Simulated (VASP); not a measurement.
# C (P1) in VASP: notebook

C is run at these levels: r2SCAN; tasks: single point.

Program: VASP 6.6.1. These are calculated values, not measurements. Logs are shortened: lines on timing, memory, paths and dates and some standing lists are left out, and cuts for length are marked.

### 1 The cell of the first run

The typed cell holds 16 atoms: a = 5.132 Å, b = 5.132 Å, c = 5.132 Å, α = 60.00°, β = 60.00°, γ = 60.00°.

### 2 Single point, r2SCAN

Contents of POSCAR:

```
C
1.0
    0.0000000000      3.6285350000      3.6285350000
    3.6285350000      0.0000000000      3.6285350000
    3.6285350000      3.6285350000      0.0000000000
C
16
Direct
    0.0130355639      0.0101142748     -0.0264293992
    0.1235347048      0.1167826685      0.1083495130
    0.0229431437     -0.0091083592      0.4824398828
    0.1332355896      0.0840697416      0.6204570164
    0.0204214649      0.5148909960     -0.0207246175
    0.1400565242      0.6230062546      0.1069577667
   -0.0058976970      0.4855403076      0.4949380397
    0.1165070752      0.6436344144      0.6206223724
    0.4933947172      0.0093426135      0.0002204747
    0.6108525893      0.1482140864      0.1155838376
    0.5309718661     -0.0395338615      0.5124244358
    0.5815294602      0.1385958796      0.6424355835
    0.4792016613      0.5070365864      0.0260160092
    0.6195199991      0.6296618332      0.1497436293
    0.4760047788      0.5275682886      0.5124933341
    0.6367859205      0.6124510305      0.6178802189
```

Contents of INCAR.step1:

```
SYSTEM = C
ALGO = Normal ; EDIFF = 1E-4
ENCUT = 520 ; GGA = PE
ISMEAR = -1 ; LASPH = .True.
LCHARG = .False. ; LREAL = Auto
LWAVE = .True. ; NBANDS = 46
NELM = 60 ; PREC = Accurate
SIGMA = 0.24
```

Contents of INCAR.step2:

```
SYSTEM = C
ALGO = Normal ; EDIFF = 1E-6
ENCUT = 520 ; ISIF = 2
ISMEAR = -1 ; ISTART = 1
LASPH = .True. ; LCHARG = .False.
LMIXTAU = .True. ; LREAL = Auto
LWAVE = .False. ; METAGGA = R2SCAN
NBANDS = 46 ; NELM = 60
PREC = Accurate ; SIGMA = 0.24
```

Contents of KPOINTS:

```
k-points
0
Gamma
  4 4 4
  0 0 0
```

Potentials or basis: VASP PAW PBE potentials, release 64 (C).

The run is started by

```console
cat potpaw_PBE.64/C/POTCAR > POTCAR
cp INCAR.step1 INCAR
mpirun -np 1 vasp_std > vasp.out
cp INCAR.step2 INCAR
mpirun -np 1 vasp_std > vasp.out
```

OUTCAR:

```text
SYSTEM = C
   EDIFF = 1E-6
   ENCUT = 520
   ISIF = 2
   ISMEAR = -1
   ISTART = 1
   LASPH = .True.
   LREAL = Auto
   METAGGA = R2SCAN
   NELM = 60
   PREC = Accurate

 ion  position               nearest neighbor table
   1  0.013  0.010  0.974-   2 1.48   4 1.50   6 1.62  10 1.69
   2  0.124  0.117  0.108-   1 1.48   9 1.56   3 1.57   5 1.68
   3  0.023  0.991  0.482-   4 1.44   8 1.46   2 1.57  12 1.85
   4  0.133  0.084  0.620-   3 1.44   1 1.50  11 1.67   7 1.68
   5  0.020  0.515  0.979-   6 1.49   8 1.51   2 1.68  14 1.69
   6  0.140  0.623  0.107-  13 1.43   5 1.49   1 1.62   7 1.63
[... 8 lines left out ...]
  15  0.476  0.528  0.512-  16 1.48   8 1.51  14 1.52  12 1.63
  16  0.637  0.612  0.618-  11 1.46  15 1.48   7 1.50  13 1.72

  LATTYP: Found a face centered cubic cell.
 ALAT       =     7.2570700000

  Lattice vectors:

 A1 = (   0.0000000000,   3.6285350000,   3.6285350000)
 A2 = (   3.6285350000,   0.0000000000,   3.6285350000)
 A3 = (   3.6285350000,   3.6285350000,   0.0000000000)

Analysis of symmetry for initial positions (statically):
=====================================================================
 Subroutine PRICEL returns:
 Original cell was already a primitive cell.

 Routine SETGRP: Setting up the symmetry group for a
 face centered cubic supercell.

 Subroutine GETGRP returns: Found  1 space group operations
 (whereof  1 operations were pure point group operations)
 out of a pool of 48 trial point group operations.

The static configuration has the point symmetry C_1 .

Analysis of symmetry for dynamics (positions and initial velocities):
=====================================================================
 Subroutine PRICEL returns:
 Original cell was already a primitive cell.

 Routine SETGRP: Setting up the symmetry group for a
 face centered cubic supercell.

 Subroutine GETGRP returns: Found  1 space group operations
 (whereof  1 operations were pure point group operations)
 out of a pool of 48 trial point group operations.

The dynamic configuration has the point symmetry C_1 .

 Subroutine INISYM returns: Found  1 space group operations
 (whereof  1 operations are pure point group operations),
 and found     1 'primitive' translations

----------------------------------------------------------------------------------------

                                     Primitive cell

  volume of cell :      95.5485

  direct lattice vectors                    reciprocal lattice vectors
     0.000000000  3.628535000  3.628535000    -0.137796659  0.137796659  0.137796659
     3.628535000  0.000000000  3.628535000     0.137796659 -0.137796659  0.137796659
     3.628535000  3.628535000  0.000000000     0.137796659  0.137796659 -0.137796659

  length of vectors
     5.131523409  5.131523409  5.131523409     0.238670814  0.238670814  0.238670814

  position of ions in fractional coordinates (direct lattice)
     0.013035564  0.010114275  0.973570601
     0.123534705  0.116782669  0.108349513
     0.022943144  0.990891641  0.482439883
     0.133235590  0.084069742  0.620457016
     0.020421465  0.514890996  0.979275382
     0.140056524  0.623006255  0.106957767
[... 8 lines left out ...]
     0.476004779  0.527568289  0.512493334
     0.636785921  0.612451030  0.617880219

  ion indices of the primitive-cell ions
   primitive index   ion index
                 1           1
                 2           2
                 3           3
                 4           4
                 5           5
                 6           6
[... 8 lines left out ...]
                15          15
                16          16

----------------------------------------------------------------------------------------

 KPOINTS: k-points

Automatic generation of k-mesh.
 Grid dimensions read from file:
 generate k-points for:    4    4    4

 Generating k-lattice:

  Cartesian coordinates                     Fractional coordinates (reciprocal lattice)
    -0.034449165  0.034449165  0.034449165     0.250000000  0.000000000  0.000000000
     0.034449165 -0.034449165  0.034449165     0.000000000  0.250000000  0.000000000
     0.034449165  0.034449165 -0.034449165     0.000000000  0.000000000  0.250000000

  Length of vectors
     0.059667704  0.059667704  0.059667704

  Shift w.r.t. Gamma in fractional coordinates (k-lattice)
     0.000000000  0.000000000  0.000000000

 Subroutine IBZKPT returns following result:
 ===========================================

 Found     36 irreducible k-points:

 Following reciprocal coordinates:
            Coordinates               Weight
  0.000000  0.000000  0.000000      1.000000
  0.250000  0.000000  0.000000      2.000000
  0.000000  0.250000  0.000000      2.000000
  0.000000  0.000000  0.250000      2.000000
  0.250000  0.250000  0.250000      2.000000
  0.500000  0.000000  0.000000      1.000000
[... 16 lines left out ...]
  0.250000  0.500000  0.500000      2.000000
  0.500000  0.000000  0.250000      2.000000
 [... further k-points ...]
   k-points           NKPTS =     36   k-points in BZ     NKDIM =     36   number of bands    NBANDS=     46
   number of dos      NEDOS =    301   number of ions     NIONS =     16
   total plane-waves  NPLWV =  64000
   dimension x,y,z NGX =    40 NGY =   40 NGZ =   40
   dimension x,y,z NGXF=    80 NGYF=   80 NGZF=   80
   ions per type =              16
   NGX,Y,Z   is equivalent  to a cutoff of  12.96, 12.96, 12.96 a.u.
   NGXF,Y,Z  is equivalent  to a cutoff of  25.92, 25.92, 25.92 a.u.
 SYSTEM =  C
   PREC   = accura    normal or accurate (medium, high low for compatibility)
   ISTART =      1    job   : 0-new  1-cont  2-samecut
   ICHARG =      0    charge: 1-file 2-atom 10-const
   ISPIN  =      1    spin polarized calculation?
   LNONCOLLINEAR =      F non collinear calculations
   LSORBIT =      F    spin-orbit coupling
   LASPH  =      T    aspherical Exc in radial PAW
   ENCUT  =  520.0 eV  38.22 Ry    6.18 a.u.   9.54  9.54  9.54*2*pi/ulx,y,z
   NELM   =     60;   NELMIN=  2; NELMDL=  0     # of ELM steps
   EDIFF  = 0.1E-05   stopping-criterion for ELM
   LREAL  =      T    real-space projection
   EDIFFG = 0.1E-04   stopping-criterion for IOM
   NSW    =      0    number of steps for IOM
[... 5 lines left out ...]
   TEBEG  =    0.0;   TEEND  =   0.0 temperature during run
   PSTRESS=    0.0 pullay stress
   NELECT =      64.0000    total number of electrons
   NUPDOWN=      -1.0000    fix difference up-down
   EMIN   =  10.00;   EMAX   =-10.00  energy-range for DOS
   EFERMI =   0.00;   METHOD = LEGACY
   ISMEAR =    -1;   SIGMA  =   0.24  broadening in eV -4-tet -1-fermi 0-gaus
   EFERMI_NEDOS =   21; number of points for ismear=-14 and -15
   IALGO  =     38    algorithm
   IMIX   =      4    mixing-type and parameters
     AMIX     =   0.40;   BMIX     =  1.00
     AMIX_MAG =   1.60;   BMIX_MAG =  1.00
  volume/ion in A,a.u.               =       5.97        40.30
  Fermi-wavevector in a.u.,A,eV,Ry     =   1.432386  2.706818 27.915490  2.051731
  Thomas-Fermi vector in A             =   2.552019
   LORBIT       =      0    0 simple, 1 ext, 2 COOP (PROOUT), +10 PAW based schemes
   METAGGA = R2SCAN    functional components
   LHFCALC =     F    Hartree Fock is set to
   AEXX    =    0.0000 exact exchange contribution
   IVDW    =     0    specifies the selected vdW correction
   LEPSILON=     F    determine dielectric tensor
   LRPA    =     F    only Hartree local field effects (RPA)
 non-spin polarized calculation
  energy-cutoff  :      520.00
  volume of cell :       95.55
 maximum number of plane-waves:      2637
 NGX is ok and might be reduce to    40
   NGX = 19   NGY = 19   NGZ = 19

 number of electron      64.0000001 magnetization

 Free energy of the ion-electron system (eV)
  ---------------------------------------------------
  ext. energy  EPLUGINS =         0.00000000
  ---------------------------------------------------
  free energy    TOTEN  =      -152.55274726 eV

  energy without entropy =     -152.55048975  energy(sigma->0) =     -152.55161851

 E-fermi :  10.9841     XC(G=0): -13.9741

 val. band max:        9.9596310639   @ k =   0.0000   0.0000   0.0000
 cond. band min:      12.3831516180   @ k =   0.2500   0.0000   0.2500
 fundamental gap:      2.4235205540
 Fermi energy:        10.9840662462

 k-point     1 :       0.0000    0.0000    0.0000
  band No.  band energies     occupation
      1     -13.2177      2.00000
      2      -7.9836      2.00000
      3      -7.9140      2.00000
      4      -7.5032      2.00000
      5      -7.3791      2.00000
      6      -5.3839      2.00000
[... 36 lines left out ...]
     43      16.4773      0.00000
     44      16.5861      0.00000

 k-point     2 :       0.2500    0.0000    0.0000
  band No.  band energies     occupation
      1     -12.8076      2.00000
      2      -9.4543      2.00000
      3      -8.0732      2.00000
      4      -7.5610      2.00000
      5      -7.4162      2.00000
      6      -6.4627      2.00000
[... 36 lines left out ...]
     43      16.6384      0.00000
     44      16.8593      0.00000

 k-point     3 :       0.0000    0.2500    0.0000
  band No.  band energies     occupation
      1     -12.8005      2.00000
      2      -9.4798      2.00000
      3      -7.9911      2.00000
      4      -7.8433      2.00000
      5      -7.2564      2.00000
      6      -6.3843      2.00000
[... 36 lines left out ...]
     43      16.4187      0.00000
     44      16.8250      0.00000

 k-point     4 :       0.0000    0.0000    0.2500
  band No.  band energies     occupation
      1     -12.7939      2.00000
      2      -9.5515      2.00000
      3      -7.9988      2.00000
      4      -7.6350      2.00000
      5      -7.3693      2.00000
      6      -6.3451      2.00000
[... 882 lines left out ...]
     43      18.0075      0.00000
     44      18.4652      0.00000

 k-point    23 :       0.2500    0.5000    0.5000
  band No.  band energies     occupation
      1     -11.7311      2.00000
      2     -10.5644      2.00000
      3      -9.3260      2.00000
      4      -8.6480      2.00000
      5      -7.9451      2.00000
      6      -6.6218      2.00000
[... 36 lines left out ...]
     43      18.0433      0.00000
     44      18.2086      0.00000

 k-point    24 :       0.5000    0.0000    0.2500
  band No.  band energies     occupation
      1     -11.7848      2.00000
      2     -10.3879      2.00000
      3      -9.5394      2.00000
      4      -8.4005      2.00000
      5      -8.0637      2.00000
      6      -6.6900      2.00000
[... 36 lines left out ...]
     43      17.8808      0.00000
     44      18.3812      0.00000

 [... further k-points ...]

 [bands above 44 left out]

------------------------ aborting loop because EDIFF is reached ----------------------------------------

  FORCE on cell =-STRESS in cart. coord.  units (eV):
  Direction    XX          YY          ZZ          XY          YZ          ZX
  --------------------------------------------------------------------------------------
  -------------------------------------------------------------------------------------
  Total       -7.0895084     -6.8108376     -7.0425575     -1.3425718      1.4786447     -0.9935089
  in kB     -118.8783479   -114.2055372   -118.0910649    -22.5125232     24.7942205    -16.6593632
  external PRESSURE =    -117.0583167 kB  Pullay stress =       0.0000000 kB

 VOLUME and BASIS-vectors are now :
 -----------------------------------------------------------------------------
  energy-cutoff  :      520.00
  volume of cell :       95.55
      direct lattice vectors                 reciprocal lattice vectors
     0.000000000  3.628535000  3.628535000    -0.137796659  0.137796659  0.137796659
     3.628535000  0.000000000  3.628535000     0.137796659 -0.137796659  0.137796659
     3.628535000  3.628535000  0.000000000     0.137796659  0.137796659 -0.137796659

 POSITION                                       TOTAL-FORCE (eV/Angst)
 -----------------------------------------------------------------------------------
      3.56934      3.57993      0.08400         0.158565     -0.499375     -4.157464
      0.81690      0.84140      0.87200         2.754603      1.626249      3.302291
      5.34603      1.83380      3.67873         1.886453     -4.025683     -2.838241
      2.55640      2.73480      0.78850         3.280269      0.121336      5.672468
      5.42164      3.62744      1.94240         0.796478     -0.775129     -4.966060
      2.64870      0.89630      2.76880         3.961270     -0.702650     -2.160178
[... 8 lines left out ...]
      3.77390      3.58680      3.64150        -4.875179      1.096332     -1.563871
      4.46430      4.55260      4.53290         2.511621      1.844895     -0.617691
 -----------------------------------------------------------------------------------
    total drift:                               -0.008139     -0.013342      0.010335

  FREE ENERGIE OF THE ION-ELECTRON SYSTEM (eV)
  ---------------------------------------------------
  free  energy   TOTEN  =      -152.5527472639 eV

  energy  without entropy=     -152.5504897473  energy(sigma->0) =     -152.55161851
```

Run time: 9.3 min. Hardware: 1 thread of Intel Xeon Platinum 8488C (Sapphire Rapids), shared host; peak memory 0.28 GiB.

Results:

| Property | Result |
| --- | --- |
| Free energy | -152.5527 eV |
| Pressure | -11.7 GPa |
| Largest force | 7.179 eV/Å |
| Band gap on the k mesh | 2.42 eV (least direct gap 2.45 eV) |

Forces on the atoms (eV/Å):
```
C    0.159 -0.499 -4.157
C    2.755  1.626  3.302
C    1.886 -4.026 -2.838
C    3.280  0.121  5.672
C    0.796 -0.775 -4.966
C    3.961 -0.703 -2.160
C   -0.779  1.792  2.043
C   -2.383 -0.114 -2.136
C   -0.120  0.145 -0.672
C   -1.527  3.664 -1.138
C    3.227 -6.211  1.597
C   -3.227  2.718  2.930
C   -3.608  1.963  3.352
C   -2.056 -2.643  1.353
C   -4.875  1.096 -1.564
C    2.512  1.845 -0.618
```

Stress tensor (GPa, compression positive):
```
-11.89  -2.25  -1.67
 -2.25 -11.42   2.48
 -1.67   2.48 -11.81
```

Caveat: the cell stands under tension; the PAW data sets were made with another functional, which shifts forces and pressure a little. A k mesh can miss the band edges.

(Continued in part 2 of 2.)
